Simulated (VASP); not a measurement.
# CdS5 (P2_12_12) in VASP: single point with PBE

Aim: the single point of CdS5 with PBE.

Everything below comes from runs of VASP 6.6.1. Logs are shortened: lines on timing, memory, paths and dates and some standing lists are left out, and cuts for length are marked.

## 1. The cell of the first run

The structure is orthorhombic, space group P2_12_12 (No. 18). The conventional cell has a = 4.578 Å, b = 5.061 Å, c = 15.872 Å, α = 90.00°, β = 90.00°, γ = 90.00°. Cd (site symmetry 2) has 4 S at 2.59 to 2.70 Å and 4 Cd at 3.42 Å within 3.5 Å. Within 2.6 Å of S (site symmetry 1) lie 2 S at 1.97 to 2.22 Å. Within 2.6 Å of S (site symmetry 1) lie 2 S at 1.97 to 2.22 Å. S (site symmetry 2) has 4 Cd at 2.59 to 2.70 Å within 3.4 Å.

## 2. Single point, PBE

Input file INCAR:

```
SYSTEM = CdS5
PREC     = Accurate       ! precision mode
ENCUT    = 520            ! plane-wave cutoff, eV
EDIFF    = 1E-6           ! SCF threshold, eV
ISMEAR   = 0              ! smearing method
SIGMA    = 0.2            ! smearing width, eV
LREAL    = .False.        ! projectors in reciprocal space
LASPH    = .True.         ! aspherical terms in the spheres
NELM     = 60             ! most SCF steps
ALGO     = Normal         ! electronic algorithm
ISIF     = 2              ! what is computed and relaxed
LWAVE    = .False.        ! write WAVECAR
LCHARG   = .False.        ! write CHGCAR
GGA      = PE             ! functional
NBANDS   = 54             ! bands
```

Input file KPOINTS:

```
regular mesh
0
Gamma
  4 4 2
  0 0 0
```

Input file POSCAR:

```
CdS5
1.0
    4.5782437535      0.0000000000      0.0000000000
    0.0000000000      5.0607922510      0.0000000000
    0.0000000000      0.0000000000     15.8722551354
Cd S
2 10
Direct
    0.0000000000      0.0000000000      0.0087693057
    0.5000000000      0.5000000000     -0.0087693057
    0.4146075379      0.6788180840      0.2998257878
    0.5853924621      0.3211819160      0.2998257878
    0.9156129198      0.3205041763      0.4024653646
    0.0843870802      0.6794958237      0.4024653646
    0.9146075379      0.8211819160      0.7001742122
    0.0853924621      0.1788180840      0.7001742122
    0.4156129198      0.1794958237      0.5975346354
    0.5843870802      0.8205041763      0.5975346354
    0.5000000000      0.0000000000      0.9325666073
    0.0000000000      0.5000000000      0.0674333927
```

Potentials or basis: VASP PAW PBE potentials, release 64 (Cd, S).

Command:

```sh
$ cat potpaw_PBE.64/Cd/POTCAR potpaw_PBE.64/S/POTCAR > POTCAR
$ mpirun -np 1 vasp_std > vasp.out
```

OUTCAR:

```text
SYSTEM = CdS5
   PREC = Accurate
   ENCUT = 520
   EDIFF = 1E-6
   ISMEAR = 0
   LREAL = .False.
   LASPH = .True.
   NELM = 60
   ISIF = 2
   GGA = PE

 ion  position               nearest neighbor table
   1  0.000  0.000  0.009-  11 2.59  11 2.59  12 2.70  12 2.70   2 3.42   2 3.42   2 3.42   2 3.42

   2  0.500  0.500  0.991-  12 2.59  12 2.59  11 2.70  11 2.70   1 3.42   1 3.42   1 3.42   1 3.42

   3  0.415  0.679  0.300-   4 1.97   6 2.22
   4  0.585  0.321  0.300-   3 1.97   5 2.22
   5  0.916  0.321  0.402-   6 1.97   4 2.22
   6  0.084  0.679  0.402-   5 1.97   3 2.22
   7  0.915  0.821  0.700-   8 1.97  10 2.22
   8  0.085  0.179  0.700-   7 1.97   9 2.22
   9  0.416  0.179  0.598-  10 1.97   8 2.22
  10  0.584  0.821  0.598-   9 1.97   7 2.22
  11  0.500  0.000  0.933-   1 2.59   1 2.59   2 2.70   2 2.70
  12  0.000  0.500  0.067-   2 2.59   2 2.59   1 2.70   1 2.70

  LATTYP: Found a simple orthorhombic cell.
 ALAT       =     4.5782437535
 B/A-ratio  =     1.1054003508
 C/A-ratio  =     3.4668873022

  Lattice vectors:

 A1 = (   4.5782437535,   0.0000000000,   0.0000000000)
 A2 = (   0.0000000000,   5.0607922510,   0.0000000000)
 A3 = (   0.0000000000,   0.0000000000,  15.8722551354)

Analysis of symmetry for initial positions (statically):
=====================================================================
 Subroutine PRICEL returns:
 Original cell was already a primitive cell.

 Routine SETGRP: Setting up the symmetry group for a
 simple orthorhombic supercell.

 Subroutine GETGRP returns: Found  4 space group operations
 (whereof  2 operations were pure point group operations)
 out of a pool of  8 trial point group operations.

The static configuration has the point symmetry C_2 .
 The point group associated with its full space group is D_2 .

Analysis of symmetry for dynamics (positions and initial velocities):
=====================================================================
 Subroutine PRICEL returns:
 Original cell was already a primitive cell.

 Routine SETGRP: Setting up the symmetry group for a
 simple orthorhombic supercell.

 Subroutine GETGRP returns: Found  4 space group operations
 (whereof  2 operations were pure point group operations)
 out of a pool of  8 trial point group operations.

The dynamic configuration has the point symmetry C_2 .
 The point group associated with its full space group is D_2 .

 Subroutine INISYM returns: Found  4 space group operations
 (whereof  2 operations are pure point group operations),
 and found     1 'primitive' translations

----------------------------------------------------------------------------------------

                                     Primitive cell

  volume of cell :     367.7529

  direct lattice vectors                    reciprocal lattice vectors
     4.578243753  0.000000000  0.000000000     0.218424368  0.000000000  0.000000000
     0.000000000  5.060792251  0.000000000     0.000000000  0.197597520  0.000000000
     0.000000000  0.000000000 15.872255135     0.000000000  0.000000000  0.063003020

  length of vectors
     4.578243753  5.060792251 15.872255135     0.218424368  0.197597520  0.063003020

  position of ions in fractional coordinates (direct lattice)
     0.000000000  0.000000000  0.008769306
     0.500000000  0.500000000  0.991230694
     0.414607538  0.678818084  0.299825788
     0.585392462  0.321181916  0.299825788
     0.915612920  0.320504176  0.402465365
     0.084387080  0.679495824  0.402465365
     0.914607538  0.821181916  0.700174212
     0.085392462  0.178818084  0.700174212
     0.415612920  0.179495824  0.597534635
     0.584387080  0.820504176  0.597534635
     0.500000000  0.000000000  0.932566607
     0.000000000  0.500000000  0.067433393

  ion indices of the primitive-cell ions
   primitive index   ion index
                 1           1
                 2           2
                 3           3
                 4           4
                 5           5
                 6           6
                 7           7
                 8           8
                 9           9
                10          10
                11          11
                12          12

----------------------------------------------------------------------------------------

 KPOINTS: regular mesh

Automatic generation of k-mesh.
 Grid dimensions read from file:
 generate k-points for:    4    4    2

 Generating k-lattice:

  Cartesian coordinates                     Fractional coordinates (reciprocal lattice)
     0.054606092  0.000000000  0.000000000     0.250000000  0.000000000  0.000000000
     0.000000000  0.049399380  0.000000000     0.000000000  0.250000000  0.000000000
     0.000000000  0.000000000  0.031501510     0.000000000  0.000000000  0.500000000

  Length of vectors
     0.054606092  0.049399380  0.031501510

  Shift w.r.t. Gamma in fractional coordinates (k-lattice)
     0.000000000  0.000000000  0.000000000

 Subroutine IBZKPT returns following result:
 ===========================================

 Found     18 irreducible k-points:

 Following reciprocal coordinates:
            Coordinates               Weight
  0.000000  0.000000  0.000000      1.000000
  0.250000  0.000000  0.000000      2.000000
  0.500000  0.000000  0.000000      1.000000
  0.000000  0.250000  0.000000      2.000000
  0.250000  0.250000  0.000000      4.000000
  0.500000  0.250000  0.000000      2.000000
[... 10 lines left out ...]
  0.250000  0.500000  0.500000      2.000000
  0.500000  0.500000  0.500000      1.000000
   k-points           NKPTS =     18   k-points in BZ     NKDIM =     18   number of bands    NBANDS=     54
   number of dos      NEDOS =    301   number of ions     NIONS =     12
   total plane-waves  NPLWV = 172800
   dimension x,y,z NGX =    36 NGY =   40 NGZ =  120
   dimension x,y,z NGXF=    72 NGYF=   80 NGZF=  240
   ions per type =               2  10
   NGX,Y,Z   is equivalent  to a cutoff of  13.07, 13.14, 12.57 a.u.
   NGXF,Y,Z  is equivalent  to a cutoff of  26.14, 26.28, 25.14 a.u.
 SYSTEM =  CdS5
   PREC   = accura    normal or accurate (medium, high low for compatibility)
   ISTART =      0    job   : 0-new  1-cont  2-samecut
   ICHARG =      2    charge: 1-file 2-atom 10-const
   ISPIN  =      1    spin polarized calculation?
   LNONCOLLINEAR =      F non collinear calculations
   LSORBIT =      F    spin-orbit coupling
   LASPH  =      T    aspherical Exc in radial PAW
   ENCUT  =  520.0 eV  38.22 Ry    6.18 a.u.   8.51  9.41 29.51*2*pi/ulx,y,z
   NELM   =     60;   NELMIN=  2; NELMDL= -5     # of ELM steps
   EDIFF  = 0.1E-05   stopping-criterion for ELM
   LREAL  =      F    real-space projection
   EDIFFG = 0.1E-04   stopping-criterion for IOM
   NSW    =      0    number of steps for IOM
   IBRION =     -1    ionic relax: 0-MD 1-quasi-New 2-CG
   NFREE  =      0    steps in history (QN), initial steepest desc. (CG)
   ISIF   =      2    stress and relaxation
   ISYM   =      2    0-nonsym 1-usesym 2-fastsym
   POTIM  = 0.5000    time-step for ionic-motion
   TEBEG  =    0.0;   TEEND  =   0.0 temperature during run
   PSTRESS=    0.0 pullay stress
   NELECT =      84.0000    total number of electrons
   NUPDOWN=      -1.0000    fix difference up-down
   EMIN   =  10.00;   EMAX   =-10.00  energy-range for DOS
   EFERMI =   0.00;   METHOD = LEGACY
   ISMEAR =     0;   SIGMA  =   0.20  broadening in eV -4-tet -1-fermi 0-gaus
   EFERMI_NEDOS =   21; number of points for ismear=-14 and -15
   IALGO  =     38    algorithm
   IMIX   =      4    mixing-type and parameters
     AMIX     =   0.40;   BMIX     =  1.00
     AMIX_MAG =   1.60;   BMIX_MAG =  1.00
  volume/ion in A,a.u.               =      30.65       206.81
  Fermi-wavevector in a.u.,A,eV,Ry     =   1.000728  1.891101 13.625634  1.001456
  Thomas-Fermi vector in A             =   2.133103
   LORBIT       =      0    0 simple, 1 ext, 2 COOP (PROOUT), +10 PAW based schemes
   GGA     = PE    functional components
   LHFCALC =     F    Hartree Fock is set to
   AEXX    =    0.0000 exact exchange contribution
   IVDW    =     0    specifies the selected vdW correction
   LEPSILON=     F    determine dielectric tensor
   LRPA    =     F    only Hartree local field effects (RPA)
 non-spin polarized calculation
 Gauss-broadening in eV      SIGMA  =   0.20
  energy-cutoff  :      520.00
  volume of cell :      367.75
 maximum number of plane-waves:      9980
 NGX is ok and might be reduce to    36
   NGX = 17   NGY = 19   NGZ = 59

 number of electron      83.9999991 magnetization

 Free energy of the ion-electron system (eV)
  ---------------------------------------------------
  ext. energy  EPLUGINS =         0.00000000
  ---------------------------------------------------
  free energy    TOTEN  =       -43.78788426 eV

  energy without entropy =      -43.78787950  energy(sigma->0) =      -43.78788188

 E-fermi :   1.3515     XC(G=0):  -7.5611

 val. band max:        0.7640175751   @ k =   0.0000   0.5000   0.5000
 cond. band min:       1.9171494226   @ k =   0.0000   0.0000   0.0000
 fundamental gap:      1.1531318476
 Fermi energy:         1.3514696601

 k-point     1 :       0.0000    0.0000    0.0000
  band No.  band energies     occupation
      1     -15.7095      2.00000
      2     -15.6694      2.00000
      3     -13.3847      2.00000
      4     -13.3243      2.00000
      5     -11.5425      2.00000
      6     -11.5176      2.00000
[... 46 lines left out ...]
     53       6.2287      0.00000
     54       6.5986      0.00000
[... 967 lines left out ...]
     53       5.5805      0.00000
     54       5.5805      0.00000

------------------------ aborting loop because EDIFF is reached ----------------------------------------

  FORCE on cell =-STRESS in cart. coord.  units (eV):
  Direction    XX          YY          ZZ          XY          YZ          ZX
  --------------------------------------------------------------------------------------
  -------------------------------------------------------------------------------------
  Total       -0.2447600     -0.1591363      0.1829112      0.0000000      0.0000000      0.0000000
  in kB       -1.0663383     -0.6933040      0.7968835      0.0000000      0.0000000      0.0000000
  external PRESSURE =      -0.3209196 kB  Pullay stress =       0.0000000 kB

 VOLUME and BASIS-vectors are now :
 -----------------------------------------------------------------------------
  energy-cutoff  :      520.00
  volume of cell :      367.75
      direct lattice vectors                 reciprocal lattice vectors
     4.578243753  0.000000000  0.000000000     0.218424368  0.000000000  0.000000000
     0.000000000  5.060792251  0.000000000     0.000000000  0.197597520  0.000000000
     0.000000000  0.000000000 15.872255135     0.000000000  0.000000000  0.063003020

 POSITION                                       TOTAL-FORCE (eV/Angst)
 -----------------------------------------------------------------------------------
      0.00000      0.00000      0.13919         0.000000     -0.000000      0.018653
      2.28912      2.53040     15.73307         0.000000     -0.000000     -0.018653
      1.89817      3.43536      4.75891         0.043179     -0.146874      0.052671
      2.68007      1.62543      4.75891        -0.043179      0.146874      0.052671
      4.19190      1.62201      6.38803         0.019146      0.168284     -0.052444
      0.38634      3.43879      6.38803        -0.019146     -0.168284     -0.052444
      4.18730      4.15583     11.11334         0.043179      0.146874     -0.052671
      0.39095      0.90496     11.11334        -0.043179     -0.146874     -0.052671
      1.90278      0.90839      9.48422         0.019146     -0.168284      0.052444
      2.67547      4.15240      9.48422        -0.019146      0.168284      0.052444
      2.28912      0.00000     14.80194         0.000000     -0.000000     -0.047620
      0.00000      2.53040      1.07032         0.000000     -0.000000      0.047620
 -----------------------------------------------------------------------------------
    total drift:                               -0.000000      0.000000      0.000000

  FREE ENERGIE OF THE ION-ELECTRON SYSTEM (eV)
  ---------------------------------------------------
  free  energy   TOTEN  =       -43.7878842554 eV

  energy  without entropy=      -43.7878795022  energy(sigma->0) =      -43.78788188
```

Run time: 7.3 min. Hardware: 1 thread of Intel Xeon Platinum 8488C (Sapphire Rapids), shared host; peak memory 0.55 GiB.

What came out:

| Quantity | Value |
| --- | --- |
| Free energy | -43.7879 eV |
| Pressure | 0.0 GPa |
| Largest force | 0.177 eV/Å |
| Band gap on the k mesh | 1.15 eV (least direct gap 1.65 eV) |

Forces on the atoms (eV/Å):
```
Cd   0.000  0.000  0.019
Cd   0.000  0.000 -0.019
S    0.043 -0.147  0.053
S   -0.043  0.147  0.053
S    0.019  0.168 -0.052
S   -0.019 -0.168 -0.052
S    0.043  0.147 -0.053
S   -0.043 -0.147 -0.053
S    0.019 -0.168  0.052
S   -0.019  0.168  0.052
S    0.000  0.000 -0.048
S    0.000  0.000  0.048
```

Stress tensor (GPa, compression positive):
```
-0.11  0.00  0.00
 0.00 -0.07  0.00
 0.00  0.00  0.08
```

Levels at points of the mesh, in eV from the valence-band top:
| k point | band 40 | band 41 | band 42 | band 43 | band 44 | band 45 |
| --- | --- | --- | --- | --- | --- | --- |
| (0.00, 0.00, 0.00) | -0.66 | -0.64 | -0.57 | 1.15 | 1.59 | 2.16 |
| (0.50, 0.00, 0.00) | -1.03 | -0.89 | -0.89 | 2.07 | 2.07 | 2.89 |
| (0.00, 0.50, 0.00) | -0.65 | 0.00 | 0.00 | 1.65 | 1.65 | 2.24 |
| (0.50, 0.50, 0.00) | -0.88 | -0.83 | -0.83 | 2.77 | 2.77 | 2.78 |
| (0.00, 0.00, 0.50) | -0.65 | -0.64 | -0.57 | 1.15 | 1.57 | 2.16 |
| (0.50, 0.00, 0.50) | -1.10 | -0.85 | -0.85 | 2.07 | 2.07 | 2.89 |
| (0.00, 0.50, 0.50) | -0.66 | 0.00 | 0.00 | 1.65 | 1.65 | 2.25 |
| (0.50, 0.50, 0.50) | -0.88 | -0.83 | -0.83 | 2.77 | 2.77 | 2.78 |
